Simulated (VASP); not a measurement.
# W (Im-3m) in VASP: settings compared, part 2 of 2

VASP 6.6.1. The steps go on from the part before.

## (4) Single point, b88 exchange, pbe correlation

INCAR reads:

```
ALGO = Normal
EDIFF = 1E-6
ENCUT = 500
GGA = LIBXC
GGA_COMPAT = F
ISIF = 2
ISMEAR = -1
LASPH = T
LCHARG = T
LELF = T
LIBXC1 = GGA_X_B88
LIBXC2 = GGA_C_PBE
LREAL = F
LVHAR = T
LWAVE = F
NBANDS = 13
NELM = 120
PREC = Accurate
SIGMA = 0.05
```

KPOINTS reads:

```
k-points
0
Gamma
  12 12 12
```

POSCAR reads:

```
W
1.0
   -1.5823450000      1.5823450000      1.5823450000
    1.5823450000     -1.5823450000      1.5823450000
    1.5823450000      1.5823450000     -1.5823450000
W
1
Direct
    0.0000000000      0.0000000000      0.0000000000
```

Potentials or basis: VASP PAW PBE potentials, release 64 (W_sv).

Run with:

```console
cat potpaw_PBE.64/W_sv/POTCAR > POTCAR
mpirun -np 1 vasp_std > vasp.out
```

OUTCAR:

```text
EDIFF = 1E-6
   ENCUT = 500
   GGA = LIBXC
   ISIF = 2
   ISMEAR = -1
   LASPH = T
   LREAL = F
   NELM = 120
   PREC = Accurate

 ion  position               nearest neighbor table
   1  0.000  0.000  0.000-

  LATTYP: Found a body centered cubic cell.
 ALAT       =     3.1646900000

  Lattice vectors:

 A1 = (  -1.5823450000,   1.5823450000,   1.5823450000)
 A2 = (   1.5823450000,  -1.5823450000,   1.5823450000)
 A3 = (   1.5823450000,   1.5823450000,  -1.5823450000)

Analysis of symmetry for initial positions (statically):
=====================================================================
 Subroutine PRICEL returns:
 Original cell was already a primitive cell.

 Routine SETGRP: Setting up the symmetry group for a
 body centered cubic supercell.

 Subroutine GETGRP returns: Found 48 space group operations
 (whereof 48 operations were pure point group operations)
 out of a pool of 48 trial point group operations.

The static configuration has the point symmetry O_h .

Analysis of symmetry for dynamics (positions and initial velocities):
=====================================================================
 Subroutine PRICEL returns:
 Original cell was already a primitive cell.

 Routine SETGRP: Setting up the symmetry group for a
 body centered cubic supercell.

 Subroutine GETGRP returns: Found 48 space group operations
 (whereof 48 operations were pure point group operations)
 out of a pool of 48 trial point group operations.

The dynamic configuration has the point symmetry O_h .

 Subroutine INISYM returns: Found 48 space group operations
 (whereof 48 operations are pure point group operations),
 and found     1 'primitive' translations

----------------------------------------------------------------------------------------

                                     Primitive cell

  volume of cell :      15.8476

  direct lattice vectors                    reciprocal lattice vectors
    -1.582345000  1.582345000  1.582345000     0.000000000  0.315986716  0.315986716
     1.582345000 -1.582345000  1.582345000     0.315986716  0.000000000  0.315986716
     1.582345000  1.582345000 -1.582345000     0.315986716  0.315986716  0.000000000

  length of vectors
     2.740701935  2.740701935  2.740701935     0.446872699  0.446872699  0.446872699

  position of ions in fractional coordinates (direct lattice)
     0.000000000  0.000000000  0.000000000

  ion indices of the primitive-cell ions
   primitive index   ion index
                 1           1

----------------------------------------------------------------------------------------

 KPOINTS: k-points

Automatic generation of k-mesh.
 Grid dimensions read from file:
 generate k-points for:   12   12   12

 Generating k-lattice:

  Cartesian coordinates                     Fractional coordinates (reciprocal lattice)
     0.000000000  0.026332226  0.026332226     0.083333333  0.000000000  0.000000000
     0.026332226  0.000000000  0.026332226     0.000000000  0.083333333  0.000000000
     0.026332226  0.026332226  0.000000000     0.000000000  0.000000000  0.083333333

  Length of vectors
     0.037239392  0.037239392  0.037239392

  Shift w.r.t. Gamma in fractional coordinates (k-lattice)
     0.000000000  0.000000000  0.000000000

 Subroutine IBZKPT returns following result:
 ===========================================

 Found     72 irreducible k-points:

 Following reciprocal coordinates:
            Coordinates               Weight
  0.000000  0.000000  0.000000      1.000000
  0.083333  0.000000  0.000000     12.000000
  0.166667  0.000000  0.000000     12.000000
  0.250000  0.000000  0.000000     12.000000
  0.333333  0.000000  0.000000     12.000000
  0.416667  0.000000  0.000000     12.000000
[... 16 lines left out ...]
  0.333333  0.083333  0.083333     24.000000
  0.416667  0.083333  0.083333     12.000000
 [... further k-points ...]
   k-points           NKPTS =     72   k-points in BZ     NKDIM =     72   number of bands    NBANDS=     13
   number of dos      NEDOS =    301   number of ions     NIONS =      1
   total plane-waves  NPLWV =   8000
   dimension x,y,z NGX =    20 NGY =   20 NGZ =   20
   dimension x,y,z NGXF=    40 NGYF=   40 NGZF=   40
   ions per type =               1
   NGX,Y,Z   is equivalent  to a cutoff of  12.13, 12.13, 12.13 a.u.
   NGXF,Y,Z  is equivalent  to a cutoff of  24.26, 24.26, 24.26 a.u.
 SYSTEM =  unknown system
   PREC   = accura    normal or accurate (medium, high low for compatibility)
   ISTART =      0    job   : 0-new  1-cont  2-samecut
   ICHARG =      2    charge: 1-file 2-atom 10-const
   ISPIN  =      1    spin polarized calculation?
   LNONCOLLINEAR =      F non collinear calculations
   LSORBIT =      F    spin-orbit coupling
   LASPH  =      T    aspherical Exc in radial PAW
   ENCUT  =  500.0 eV  36.75 Ry    6.06 a.u.   5.00  5.00  5.00*2*pi/ulx,y,z
   NELM   =    120;   NELMIN=  2; NELMDL= -5     # of ELM steps
   EDIFF  = 0.1E-05   stopping-criterion for ELM
   LREAL  =      F    real-space projection
   EDIFFG = 0.1E-04   stopping-criterion for IOM
   NSW    =      0    number of steps for IOM
   IBRION =     -1    ionic relax: 0-MD 1-quasi-New 2-CG
   NFREE  =      0    steps in history (QN), initial steepest desc. (CG)
   ISIF   =      2    stress and relaxation
   ISYM   =      2    0-nonsym 1-usesym 2-fastsym
   POTIM  = 0.5000    time-step for ionic-motion
   TEBEG  =    0.0;   TEEND  =   0.0 temperature during run
   PSTRESS=    0.0 pullay stress
   NELECT =      14.0000    total number of electrons
   NUPDOWN=      -1.0000    fix difference up-down
   EMIN   =  10.00;   EMAX   =-10.00  energy-range for DOS
   EFERMI =   0.00;   METHOD = LEGACY
   ISMEAR =    -1;   SIGMA  =   0.05  broadening in eV -4-tet -1-fermi 0-gaus
   EFERMI_NEDOS =   21; number of points for ismear=-14 and -15
   IALGO  =     38    algorithm
   IMIX   =      4    mixing-type and parameters
     AMIX     =   0.40;   BMIX     =  1.00
     AMIX_MAG =   1.60;   BMIX_MAG =  1.00
  volume/ion in A,a.u.               =      15.85       106.94
  Fermi-wavevector in a.u.,A,eV,Ry     =   1.570832  2.968442 33.572544  2.467512
  Thomas-Fermi vector in A             =   2.672506
   LORBIT       =      0    0 simple, 1 ext, 2 COOP (PROOUT), +10 PAW based schemes
   GGA     = LIBXC    functional components
   LHFCALC =     F    Hartree Fock is set to
   AEXX    =    0.0000 exact exchange contribution
   IVDW    =     0    specifies the selected vdW correction
   LEPSILON=     F    determine dielectric tensor
   LRPA    =     F    only Hartree local field effects (RPA)
 non-spin polarized calculation
  energy-cutoff  :      500.00
  volume of cell :       15.85
 maximum number of plane-waves:       420
   NGX =  9   NGY =  9   NGZ =  9

 number of electron      14.0000004 magnetization

 Free energy of the ion-electron system (eV)
  ---------------------------------------------------
  ext. energy  EPLUGINS =         0.00000000
  ---------------------------------------------------
  free energy    TOTEN  =       -12.80152587 eV

  energy without entropy =      -12.79642776  energy(sigma->0) =      -12.79897682

 E-fermi :  11.3208     XC(G=0): -13.6532

 val. band max:       11.3125511764   @ k =  -0.1667   0.1667   0.0833
 cond. band min:      11.3583201460   @ k =  -0.1667   0.1667   0.1667
 fundamental gap:      0.0457689697
 Fermi energy:        11.3208425662

 k-point     1 :       0.0000    0.0000    0.0000
  band No.  band energies     occupation
      1     -62.8049      2.00000
      2     -26.3620      2.00000
      3     -26.3620      2.00000
      4     -26.3620      2.00000
      5       1.7902      2.00000
      6      10.1557      2.00000
      7      10.1557      2.00000
      8      10.1557      2.00000
      9      13.6506      0.00000
     10      13.6506      0.00000
     11      25.9672      0.00000
     12      25.9672      0.00000
     13      25.9672      0.00000
[... 353 lines left out ...]
 k-point    24 :       0.4167    0.0833    0.0833
  band No.  band energies     occupation
      1     -62.6684      2.00000
      2     -27.5646      2.00000
      3     -26.8401      2.00000
      4     -26.4556      2.00000
      5       5.7996      2.00000
      6       7.7867      2.00000
      7      11.1594      1.92377
      8      13.7852      0.00000
      9      14.5538      0.00000
     10      18.8226      0.00000
     11      21.3181      0.00000
     12      23.6628      0.00000
     13      27.4569      0.00000

 [... further k-points ...]

------------------------ aborting loop because EDIFF is reached ----------------------------------------

  FORCE on cell =-STRESS in cart. coord.  units (eV):
  Direction    XX          YY          ZZ          XY          YZ          ZX
  --------------------------------------------------------------------------------------
  -------------------------------------------------------------------------------------
  Total        0.5878650      0.5878650      0.5878650      0.0000000     -0.0000000      0.0000000
  in kB       59.4325888     59.4325888     59.4325888      0.0000000     -0.0000000      0.0000000
  external PRESSURE =      59.4325888 kB  Pullay stress =       0.0000000 kB

 VOLUME and BASIS-vectors are now :
 -----------------------------------------------------------------------------
  energy-cutoff  :      500.00
  volume of cell :       15.85
      direct lattice vectors                 reciprocal lattice vectors
    -1.582345000  1.582345000  1.582345000     0.000000000  0.315986716  0.315986716
     1.582345000 -1.582345000  1.582345000     0.315986716  0.000000000  0.315986716
     1.582345000  1.582345000 -1.582345000     0.315986716  0.315986716  0.000000000

 POSITION                                       TOTAL-FORCE (eV/Angst)
 -----------------------------------------------------------------------------------
      0.00000      0.00000      0.00000        -0.000000      0.000000     -0.000000
 -----------------------------------------------------------------------------------
    total drift:                                0.000000     -0.000000      0.000000

  FREE ENERGIE OF THE ION-ELECTRON SYSTEM (eV)
  ---------------------------------------------------
  free  energy   TOTEN  =       -12.8015258700 eV

  energy  without entropy=      -12.7964277604  energy(sigma->0) =      -12.79897682
```

stdout:

```text
POSCAR found type information on POSCAR W
 POSCAR found :  1 types and       1 ions
 scaLAPACK will be used
 -----------------------------------------------------------------------------
|                                                                             |
|                                                                             |
|     You enforced a specific xc type in the INCAR file but a different       |
|     I HOPE YOU KNOW WHAT YOU ARE DOING!                                     |
|                                                                             |
 -----------------------------------------------------------------------------

 LDA part: xc-table for (None,None), standard interpolation
 POSCAR, INCAR and KPOINTS ok, starting setup
 FFT: planning ... GRIDC
 FFT: planning ... GRID_SOFT
 FFT: planning ... GRID
 WAVECAR not read
 entering main loop
```

Wall time 6.8 s (1 thread of Intel Xeon Platinum 8488C (Sapphire Rapids), shared host); peak memory 0.13 GiB.

What came out:

* Free energy: -12.8015 eV
* Pressure: 5.9 GPa
* Band gap on the k mesh: zero (bands 7 and 8 overlap by 6.39 eV)

Caveat: the cell stands under pressure; the PAW data sets were made with another functional, which shifts forces and pressure a little; spin-orbit coupling is left out, which moves the levels of the heavy elements.

## (5) Single point, PBE-based screened hybrid with 25 % exact exchange

This run uses another cell than the first one, of 15.71 Å³/atom.

POSCAR reads:

```
W
1.0
   -1.5776554671      1.5776554671      1.5776554671
    1.5776554671     -1.5776554671      1.5776554671
    1.5776554671      1.5776554671     -1.5776554671
W
1
Direct
    0.0000000000      0.0000000000      0.0000000000
```

INCAR.step1 reads:

```
ALGO = Normal
EDIFF = 1E-5
ENCUT = 520
GGA = PE
ISIF = 2
ISMEAR = -1
LASPH = T
LCHARG = F
LREAL = F
LWAVE = T
NBANDS = 13
NELM = 80
PREC = Accurate
SIGMA = 0.05
```

INCAR.step2 reads:

```
AEXX = 0.25
ALGO = Normal
EDIFF = 1E-6
ENCUT = 520
GGA = PE
HFSCREEN = 0.3
ISIF = 2
ISMEAR = -1
ISTART = 1
LASPH = T
LCHARG = F
LHFCALC = T
LREAL = F
LWAVE = F
NBANDS = 13
NELM = 80
PREC = Accurate
PRECFOCK = Normal
SIGMA = 0.05
```

KPOINTS reads:

```
k-points
0
Gamma
  6 6 6
```

Run with:

```console
cat potpaw_PBE.64/W_sv/POTCAR > POTCAR
cp INCAR.step1 INCAR
mpirun -np 1 vasp_std > vasp.out
cp INCAR.step2 INCAR
mpirun -np 1 vasp_std > vasp.out
```

Wall time 5.6 min (1 thread of Intel Xeon Platinum 8488C (Sapphire Rapids), shared host); peak memory 0.23 GiB.

Results (log left out):

```yaml
Free_energy: -14.6463 eV
Pressure: -0.4 GPa
Band_gap_on_the_k_mesh: zero (bands 7 and 8 overlap by 7.26 eV)
```

Levels at points of the mesh, in eV from the Fermi level:
```tsv
k point	band 3	band 4	band 5	band 6	band 7	band 8	band 9	band 10	band 11	band 12
(0.00, 0.00, 0.00)	-40.30	-40.30	-10.99	-1.68	-1.68	-1.68	2.69	2.69	15.10	15.10
(0.50, 0.00, 0.00)	-40.78	-40.30	-7.27	-4.32	0.23	2.54	3.63	6.63	11.95	11.97
(0.50, 0.50, 0.50)	-41.34	-41.34	-6.69	-6.69	5.58	5.58	5.58	8.64	8.64	8.64
```

Caveat: the k points lie up to 0.47 Å⁻¹ apart, too coarse for converged energies and pressures of a metal; the PAW data sets were made with another functional, which shifts forces and pressure a little; spin-orbit coupling is left out, which moves the levels of the heavy elements.

## (6) Summary

```tsv
level	spin	cell	k mesh	cutoff (eV)	smearing	grid for exact exchange (PRECFOCK)	share of exact exchange	screening parameter	gap on the mesh (eV)	pressure (GPa)
r2SCAN+D4	non-collinear, zero start, SOC	a = 2.741 Å, angles 109.5°, 1 atom	18 × 18 × 18	520	gaussian 0.05 eV	-	-	-	-	1.4
PBE0	off	a = 2.777 Å, angles 109.5°, 1 atom	8 × 8 × 8	520	fermi-dirac 0.05 eV	Normal	0.25	-	none	-12.9
b88 exchange, pbe correlation	off	a = 2.741 Å, angles 109.5°, 1 atom	12 × 12 × 12	500	fermi-dirac 0.05 eV	-	-	-	none	5.9
PBE-based screened hybrid with 25 % exact exchange	off	a = 2.733 Å, angles 109.5°, 1 atom	6 × 6 × 6	520	fermi-dirac 0.05 eV	Normal	0.25	0.3 1/Å	none	-0.4
```

Alike in all rows: task single point; potentials or basis VASP PAW PBE potentials, release 64 (W_sv).

Caveats: some runs use coarse meshes; the PAW data sets were made with another functional, which shifts forces and pressure a little; spin-orbit coupling is left out, which moves the levels of the heavy elements (at least some runs); the cell stands under tension (at least some runs); the cell stands under pressure (at least some runs).

Absolute energies hang on the potentials; compare differences alone.
